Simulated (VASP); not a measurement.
# HfB2 (P6/mmm) in VASP: further runs

The runs below take HfB2 through single point, with PBEsol.

Program: VASP 6.6.1. These are calculated values, not measurements. Logs are shortened: lines on timing, memory, paths and dates and some standing lists are left out, and cuts for length are marked.

## (1) The cell of the first run

It takes space group P6/mmm (No. 191, hexagonal). The conventional cell has a = 3.054 Å, b = 3.054 Å, c = 3.385 Å, α = 90.00°, β = 90.00°, γ = 120.00°. Within 3.2 Å of Hf (site symmetry 6/mmm) lie 12 B at 2.44 Å and 6 Hf at 3.05 Å. B (site symmetry -6m2) has 3 B at 1.76 Å within 2.3 Å.

## (2) Single point, PBEsol

INCAR

```
PREC = Accurate
ENCUT = 520
EDIFF = 1E-7
ISMEAR = -1
SIGMA = 0.1
LREAL = False
LASPH = True
NELM = 60
ALGO = Normal
ISIF = 2
LWAVE = False
LCHARG = True
GGA = PS
LELF = True
LVHAR = True
NBANDS = 15
```

KPOINTS

```
Automatic mesh
0
Gamma
  10 10 8
```

POSCAR

```
HfB2
1.0
    3.0539289143      0.0000000000      0.0000000000
   -1.5269644572      2.6447800232      0.0000000000
    0.0000000000      0.0000000000      3.3846091152
Hf B
1 2
Direct
    0.0000000000      0.0000000000      0.0000000000
    0.3333333333      0.6666666667      0.5000000000
    0.6666666667      0.3333333333      0.5000000000
```

Potentials or basis: VASP PAW PBE potentials, release 64 (Hf_pv, B).

Run with:

```
cat potpaw_PBE.64/Hf_pv/POTCAR potpaw_PBE.64/B/POTCAR > POTCAR
mpirun -np 1 vasp_std > vasp.out
```

OUTCAR:

```text
PREC = Accurate
   ENCUT = 520
   EDIFF = 1E-7
   ISMEAR = -1
   LREAL = False
   LASPH = True
   NELM = 60
   ISIF = 2
   GGA = PS

 ion  position               nearest neighbor table
   1  0.000  0.000  0.000-   2 2.44   3 2.44   2 2.44   3 2.44   3 2.44   3 2.44   2 2.44   2 2.44
                             3 2.44   3 2.44   2 2.44   2 2.44
   2  0.333  0.667  0.500-   3 1.76   3 1.76   3 1.76   1 2.44   1 2.44   1 2.44   1 2.44   1 2.44
                             1 2.44
   3  0.667  0.333  0.500-   2 1.76   2 1.76   2 1.76   1 2.44   1 2.44   1 2.44   1 2.44   1 2.44
                             1 2.44

  LATTYP: Found a hexagonal cell.
 ALAT       =     3.0539289143
 C/A-ratio  =     1.1082802548

  Lattice vectors:

 A1 = (   3.0539289143,   0.0000000000,   0.0000000000)
 A2 = (  -1.5269644572,   2.6447800232,   0.0000000000)
 A3 = (   0.0000000000,   0.0000000000,   3.3846091152)

Analysis of symmetry for initial positions (statically):
=====================================================================
 Subroutine PRICEL returns:
 Original cell was already a primitive cell.

 Routine SETGRP: Setting up the symmetry group for a
 hexagonal supercell.

 Subroutine GETGRP returns: Found 24 space group operations
 (whereof 24 operations were pure point group operations)
 out of a pool of 24 trial point group operations.

The static configuration has the point symmetry D_6h.

Analysis of symmetry for dynamics (positions and initial velocities):
=====================================================================
 Subroutine PRICEL returns:
 Original cell was already a primitive cell.

 Routine SETGRP: Setting up the symmetry group for a
 hexagonal supercell.

 Subroutine GETGRP returns: Found 24 space group operations
 (whereof 24 operations were pure point group operations)
 out of a pool of 24 trial point group operations.

The dynamic configuration has the point symmetry D_6h.

 Subroutine INISYM returns: Found 24 space group operations
 (whereof 24 operations are pure point group operations),
 and found     1 'primitive' translations

----------------------------------------------------------------------------------------

                                     Primitive cell

  volume of cell :      27.3374

  direct lattice vectors                    reciprocal lattice vectors
     3.053928914  0.000000000  0.000000000     0.327447045  0.189051640  0.000000000
    -1.526964457  2.644780023  0.000000000     0.000000000  0.378103279  0.000000000
     0.000000000  0.000000000  3.384609115     0.000000000  0.000000000  0.295455093

  length of vectors
     3.053928914  3.053928916  3.384609115     0.378103280  0.378103279  0.295455093

  position of ions in fractional coordinates (direct lattice)
     0.000000000  0.000000000  0.000000000
     0.333333333  0.666666667  0.500000000
     0.666666667  0.333333333  0.500000000

  ion indices of the primitive-cell ions
   primitive index   ion index
                 1           1
                 2           2
                 3           3

----------------------------------------------------------------------------------------

 KPOINTS: Automatic mesh

Automatic generation of k-mesh.
 Grid dimensions read from file:
 generate k-points for:   10   10    8

 Generating k-lattice:

  Cartesian coordinates                     Fractional coordinates (reciprocal lattice)
     0.032744705  0.018905164  0.000000000     0.100000000  0.000000000  0.000000000
     0.000000000  0.037810328  0.000000000     0.000000000  0.100000000  0.000000000
     0.000000000  0.000000000  0.036931887     0.000000000  0.000000000  0.125000000

  Length of vectors
     0.037810328  0.037810328  0.036931887

  Shift w.r.t. Gamma in fractional coordinates (k-lattice)
     0.000000000  0.000000000  0.000000000

 Subroutine IBZKPT returns following result:
 ===========================================

 Found     70 irreducible k-points:

 Following reciprocal coordinates:
            Coordinates               Weight
  0.000000  0.000000  0.000000      1.000000
  0.100000  0.000000  0.000000      6.000000
  0.200000  0.000000  0.000000      6.000000
  0.300000  0.000000  0.000000      6.000000
  0.400000  0.000000  0.000000      6.000000
  0.500000  0.000000  0.000000      3.000000
[... 16 lines left out ...]
  0.300000  0.100000  0.125000     24.000000
  0.400000  0.100000  0.125000     24.000000
 [... further k-points ...]
   k-points           NKPTS =     70   k-points in BZ     NKDIM =     70   number of bands    NBANDS=     15
   number of dos      NEDOS =    301   number of ions     NIONS =      3
   total plane-waves  NPLWV =  16128
   dimension x,y,z NGX =    24 NGY =   24 NGZ =   28
   dimension x,y,z NGXF=    48 NGYF=   48 NGZF=   56
   ions per type =               1   2
   NGX,Y,Z   is equivalent  to a cutoff of  13.06, 13.06, 13.75 a.u.
   NGXF,Y,Z  is equivalent  to a cutoff of  26.13, 26.13, 27.51 a.u.
 SYSTEM =  unknown system
   PREC   = accura    normal or accurate (medium, high low for compatibility)
   ISTART =      0    job   : 0-new  1-cont  2-samecut
   ICHARG =      2    charge: 1-file 2-atom 10-const
   ISPIN  =      1    spin polarized calculation?
   LNONCOLLINEAR =      F non collinear calculations
   LSORBIT =      F    spin-orbit coupling
   LASPH  =      T    aspherical Exc in radial PAW
   ENCUT  =  520.0 eV  38.22 Ry    6.18 a.u.   5.68  5.68  6.29*2*pi/ulx,y,z
   NELM   =     60;   NELMIN=  2; NELMDL= -5     # of ELM steps
   EDIFF  = 0.1E-06   stopping-criterion for ELM
   LREAL  =      F    real-space projection
   EDIFFG = 0.1E-05   stopping-criterion for IOM
   NSW    =      0    number of steps for IOM
   IBRION =     -1    ionic relax: 0-MD 1-quasi-New 2-CG
   NFREE  =      0    steps in history (QN), initial steepest desc. (CG)
   ISIF   =      2    stress and relaxation
   ISYM   =      2    0-nonsym 1-usesym 2-fastsym
   POTIM  = 0.5000    time-step for ionic-motion
   TEBEG  =    0.0;   TEEND  =   0.0 temperature during run
   PSTRESS=    0.0 pullay stress
   NELECT =      16.0000    total number of electrons
   NUPDOWN=      -1.0000    fix difference up-down
   EMIN   =  10.00;   EMAX   =-10.00  energy-range for DOS
   EFERMI =   0.00;   METHOD = LEGACY
   ISMEAR =    -1;   SIGMA  =   0.10  broadening in eV -4-tet -1-fermi 0-gaus
   EFERMI_NEDOS =   21; number of points for ismear=-14 and -15
   IALGO  =     38    algorithm
   IMIX   =      4    mixing-type and parameters
     AMIX     =   0.40;   BMIX     =  1.00
     AMIX_MAG =   1.60;   BMIX_MAG =  1.00
  volume/ion in A,a.u.               =       9.11        61.49
  Fermi-wavevector in a.u.,A,eV,Ry     =   1.369396  2.587784 25.514275  1.875246
  Thomas-Fermi vector in A             =   2.495275
   LORBIT       =      0    0 simple, 1 ext, 2 COOP (PROOUT), +10 PAW based schemes
   GGA     = PS    functional components
   LHFCALC =     F    Hartree Fock is set to
   AEXX    =    0.0000 exact exchange contribution
   IVDW    =     0    specifies the selected vdW correction
   LEPSILON=     F    determine dielectric tensor
   LRPA    =     F    only Hartree local field effects (RPA)
 non-spin polarized calculation
  energy-cutoff  :      520.00
  volume of cell :       27.34
 maximum number of plane-waves:       757
 NGX is ok and might be reduce to    24
   NGX = 11   NGY = 11   NGZ = 13

 number of electron      16.0000002 magnetization

 Free energy of the ion-electron system (eV)
  ---------------------------------------------------
  ext. energy  EPLUGINS =         0.00000000
  ---------------------------------------------------
  free energy    TOTEN  =       -27.75590630 eV

  energy without entropy =      -27.74706452  energy(sigma->0) =      -27.75148541

 E-fermi :   8.1151     XC(G=0): -13.0765

 val. band max:        8.0103466480   @ k =   0.2000   0.2000   0.1250
 cond. band min:       8.3291817613   @ k =   0.1000   0.1000   0.2500
 fundamental gap:      0.3188351133
 Fermi energy:         8.1151220600

 k-point     1 :       0.0000    0.0000    0.0000
  band No.  band energies     occupation
      1     -22.1083      2.00000
      2     -21.4833      2.00000
      3     -21.4833      2.00000
      4      -5.9742      2.00000
      5       4.9537      2.00000
      6       5.1527      2.00000
      7       5.1527      2.00000
      8       5.5162      2.00000
      9      12.6420      0.00000
     10      12.6420      0.00000
     11      13.3441      0.00000
     12      13.3441      0.00000
     13      13.5938      0.00000
     14      13.5938      0.00000
     15      13.8999      0.00000

 k-point     2 :       0.1000    0.0000    0.0000
  band No.  band energies     occupation
      1     -22.0907      2.00000
      2     -21.5896      2.00000
      3     -21.5064      2.00000
      4      -5.7380      2.00000
      5       4.5617      2.00000
      6       5.1582      2.00000
      7       5.1875      2.00000
      8       5.2831      2.00000
      9      11.8285      0.00000
     10      12.4402      0.00000
     11      12.4710      0.00000
     12      12.9262      0.00000
     13      14.3873      0.00000
     14      15.0311      0.00000
     15      15.1672      0.00000
[... 365 lines left out ...]
      3     -21.7201      2.00000
      4      -3.2048      2.00000
      5       0.9026      2.00000
      6       3.5566      2.00000
      7       4.3336      2.00000
      8       6.2634      2.00000
      9       9.3865      0.00001
     10      11.8621      0.00000
     11      12.9642      0.00000
     12      14.4164      0.00000
     13      16.4173      0.00000
     14      17.1934      0.00000
     15      20.1299      0.00000

 k-point    24 :       0.4000    0.1000    0.1250
  band No.  band energies     occupation
      1     -22.4465      2.00000
      2     -21.9712      2.00000
      3     -21.7717      2.00000
      4      -1.9923      2.00000
      5      -0.5496      2.00000
      6       3.3940      2.00000
      7       4.2715      2.00000
      8       5.7987      2.00000
      9       9.5011      0.00000
     10      12.7728      0.00000
     11      12.8687      0.00000
     12      15.1469      0.00000
     13      16.5622      0.00000
     14      17.6343      0.00000
     15      20.1127      0.00000

 [... further k-points ...]

------------------------ aborting loop because EDIFF is reached ----------------------------------------

  FORCE on cell =-STRESS in cart. coord.  units (eV):
  Direction    XX          YY          ZZ          XY          YZ          ZX
  --------------------------------------------------------------------------------------
  -------------------------------------------------------------------------------------
  Total        3.6022657      3.6022657      3.0267545     -0.0000000     -0.0000000      0.0000000
  in kB      211.1199732    211.1199735    177.3906704     -0.0000000     -0.0000000      0.0000000
  external PRESSURE =     199.8768724 kB  Pullay stress =       0.0000000 kB

 VOLUME and BASIS-vectors are now :
 -----------------------------------------------------------------------------
  energy-cutoff  :      520.00
  volume of cell :       27.34
      direct lattice vectors                 reciprocal lattice vectors
     3.053928914  0.000000000  0.000000000     0.327447045  0.189051640  0.000000000
    -1.526964457  2.644780023  0.000000000     0.000000000  0.378103279  0.000000000
     0.000000000  0.000000000  3.384609115     0.000000000  0.000000000  0.295455093

 POSITION                                       TOTAL-FORCE (eV/Angst)
 -----------------------------------------------------------------------------------
      0.00000      0.00000      0.00000        -0.000000      0.000000      0.000000
     -0.00000      1.76319      1.69230        -0.000000      0.000000     -0.000000
      1.52696      0.88159      1.69230         0.000000     -0.000000      0.000000
 -----------------------------------------------------------------------------------
    total drift:                               -0.000000      0.000000      0.000000

  FREE ENERGIE OF THE ION-ELECTRON SYSTEM (eV)
  ---------------------------------------------------
  free  energy   TOTEN  =       -27.7559063034 eV

  energy  without entropy=      -27.7470645204  energy(sigma->0) =      -27.75148541
```

Wall time 18 s (1 thread of Intel Xeon Platinum 8259CL at 2.50GHz (Skylake/Cascade Lake), shared host); peak memory 0.16 GiB.

Results:

```
Free energy            : -27.7559 eV
Pressure               : 20.0 GPa
Band gap on the k mesh : zero (band 8 reaches 8.83 eV, above the bottom of band 9 at 7.92 eV)
```

Caveat: the PAW data sets were made with another functional, which shifts forces and pressure a little; spin-orbit coupling is left out, which moves the levels of the heavy elements.

## (3) Single point, PBEsol

This run uses another cell than the first one, of 9.51 Å³/atom, 1.043 times its volume.

INCAR

```
SYSTEM = HfB2
  PREC = Accurate
  ENCUT = 520
  EDIFF = 1E-6
  ISMEAR = -1
  SIGMA = 0.1
  LREAL = .False.
  LASPH = .True.
  NELM = 80
  ALGO = Normal
  ISIF = 2
  LWAVE = .False.
  LCHARG = .False.
  GGA = PS
  NBANDS = 15
```

KPOINTS

```
Automatic mesh
0
Gamma
  10 10 8
  0 0 0
```

POSCAR

```
HfB2
1.0
    3.0975623654      0.0000000000      0.0000000000
   -1.5487811827      2.6825677003      0.0000000000
    0.0000000000      0.0000000000      3.4329672075
Hf B
1 2
Direct
    0.0000000000      0.0000000000      0.0000000000
    0.3333333333      0.6666666667      0.5000000000
    0.6666666667      0.3333333333      0.5000000000
```

Potentials or basis: VASP PAW PBE potentials, release 64 (Hf_pv, B).

Run with:

```
cat potpaw_PBE.64/Hf_pv/POTCAR potpaw_PBE.64/B/POTCAR > POTCAR
mpirun -np 1 vasp_std > vasp.out
```

It took 17 s on 1 thread of Intel Xeon Platinum 8259CL at 2.50GHz (Skylake/Cascade Lake), shared host; peak memory 0.16 GiB.

The run converged. Its results:

```
Free energy            : -27.8533 eV
Pressure               : 6.6 GPa
Band gap on the k mesh : zero (band 8 reaches 8.46 eV, above the bottom of band 9 at 7.60 eV)
```

Stress tensor (GPa, compression positive):
```
7.26 0.00 0.00
0.00 7.26 0.00
0.00 0.00 5.17
```

Levels at points of the mesh, in eV from the Fermi level:
```tsv
k point	band 5	band 6	band 7	band 8	band 9	band 10	band 11	band 12
(0.00, 0.00, 0.00)	-3.06	-2.88	-2.88	-2.64	4.29	4.29	4.98	4.98
(0.50, 0.00, 0.00)	-8.93	-4.19	-3.36	-2.93	2.32	2.91	5.99	6.10
(0.00, 0.00, 0.50)	-8.45	-1.08	-1.08	0.39	0.39	1.10	1.10	2.40
(0.50, 0.00, 0.50)	-7.43	-5.02	-4.78	-2.47	4.36	4.45	6.67	7.71
```

Caveat: the PAW data sets were made with another functional, which shifts forces and pressure a little; spin-orbit coupling is left out, which moves the levels of the heavy elements.

## (4) Single point, PBEsol

This run uses another cell than the first one, of 10.30 Å³/atom, 1.130 times its volume.

INCAR

```
PREC = Accurate
ENCUT = 520
EDIFF = 1E-7
ISMEAR = -1
SIGMA = 0.1
LREAL = F
LASPH = T
NELM = 100
ALGO = Normal
ISIF = 2
LWAVE = F
LCHARG = F
GGA = PS
NBANDS = 15
```

KPOINTS

```
Automatic mesh
0
Gamma
  10 10 8
```

POSCAR

```
HfB2
1.0
    3.1813205280      0.0000000000      0.0000000000
   -1.5906602640      2.7551043970      0.0000000000
    0.0000000000      0.0000000000      3.5257947253
Hf B
1 2
Direct
    0.0000000000      0.0000000000      0.0000000000
    0.3333333333      0.6666666667      0.5000000000
    0.6666666667      0.3333333333      0.5000000000
```

Run with:

```
cat potpaw_PBE.64/Hf_pv/POTCAR potpaw_PBE.64/B/POTCAR > POTCAR
mpirun -np 1 vasp_std > vasp.out
```

Run time: 19 s. Hardware: 1 thread of Intel Xeon Platinum 8259CL at 2.50GHz (Skylake/Cascade Lake), shared host; peak memory 0.16 GiB.

The run converged. Its results:

| Property | Result |
| --- | --- |
| Free energy | -27.7935 eV |
| Pressure | -13.4 GPa |
| Band gap on the k mesh | zero (band 8 reaches 7.79 eV, above the bottom of band 9 at 7.01 eV) |

Stress tensor (GPa, compression positive):
```
-13.53   0.00   0.00
  0.00 -13.53   0.00
  0.00   0.00 -13.26
```

Levels at points of the mesh, in eV from the Fermi level:
```tsv
k point	band 5	band 6	band 7	band 8	band 9	band 10	band 11	band 12
(0.00, 0.00, 0.00)	-2.87	-2.73	-2.73	-2.68	3.87	3.87	4.53	4.53
(0.50, 0.00, 0.00)	-8.88	-3.92	-3.28	-2.71	2.13	2.65	5.35	5.51
(0.00, 0.00, 0.50)	-8.15	-1.07	-1.07	0.35	0.35	1.01	1.01	2.17
(0.50, 0.00, 0.50)	-7.33	-4.74	-4.52	-2.64	3.88	3.97	6.01	6.90
```

Caveat: the PAW data sets were made with another functional, which shifts forces and pressure a little; spin-orbit coupling is left out, which moves the levels of the heavy elements.

## (5) Summary

| cell | gap on the mesh (eV) | pressure (GPa) |
| --- | --- | --- |
| a = 3.054, b = 3.054, c = 3.385 Å, angles 90.0, 90.0, 120.0°, 3 atoms | none | 20.0 |
| a = 3.098, b = 3.098, c = 3.433 Å, angles 90.0, 90.0, 120.0°, 3 atoms | none | 6.6 |
| a = 3.181, b = 3.181, c = 3.526 Å, angles 90.0, 90.0, 120.0°, 3 atoms | none | -13.4 |

Alike in all rows: task single point; level PBEsol; potentials or basis VASP PAW PBE potentials, release 64 (Hf_pv, B); no spin polarisation; k mesh 10 × 10 × 8; cutoff (eV) 520; smearing fermi-dirac 0.1 eV.

Caveats: the PAW data sets were made with another functional, which shifts forces and pressure a little; spin-orbit coupling is left out, which moves the levels of the heavy elements.

Absolute energies hang on the potentials; compare differences alone.
